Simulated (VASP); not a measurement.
Here is a VASP 6.6.1 calculation.

INCAR

```
  PREC = Accurate
  ENCUT = 600
  EDIFF = 1E-6
  ISMEAR = 0
  SIGMA = 0.02
  LREAL = False
  LASPH = True
  NELM = 80
  ALGO = Normal
  ISIF = 3
  LWAVE = False
  LCHARG = False
  GGA = PS
  IBRION = 2
  NSW = 70
  EDIFFG = -0.008
  PSTRESS = 900.0
```

The input KPOINTS:

```
Automatic mesh
0
Gamma
  12 12 12
```

The input POSCAR:

```
BN
1.0
    1.1978385866      0.6915724304      1.9560923770
   -1.1978385866      0.6915724304      1.9560923770
    0.0000000000     -1.3831448608      1.9560923770
B N
1 1
Direct
    1.0412169435      1.0412169435      1.0412169435
    0.2912160565      0.2912160565      0.2912160565
```

Potentials or basis: VASP PAW PBE potentials, release 64 (B, N).

Launch:

```bash
$ cat potpaw_PBE.64/B/POTCAR potpaw_PBE.64/N/POTCAR > POTCAR
$ mpirun -np 1 vasp_std > vasp.out
```

Q: What does it give for the band gap on the k mesh?

A: 4.44 eV, indirect (least direct gap 9.60 eV).

Q: What does it give for the space group after relaxing (to 0.05 Å)?

A: F-43m (No. 216).

Q: Estimate the relaxed cell.

A: a = 2.410 Å, b = 2.410 Å, c = 2.410 Å, α = 60.00°, β = 60.00°, γ = 60.00°.

The path:
```
step  energy change (eV)  largest force (eV/Å)  pressure (GPa)  volume (Å³)
   1              0.0000                0.0000          102.07         9.72
   2             -0.2745                0.0004           66.98        10.25
   3             -0.1015                0.0002           89.87         9.89
```

Caveat: the cell is relaxed towards a set pressure, so the enthalpy falls and the energy may rise; the PAW data sets were made with another functional, which shifts forces and pressure a little. A k mesh can miss the band edges.
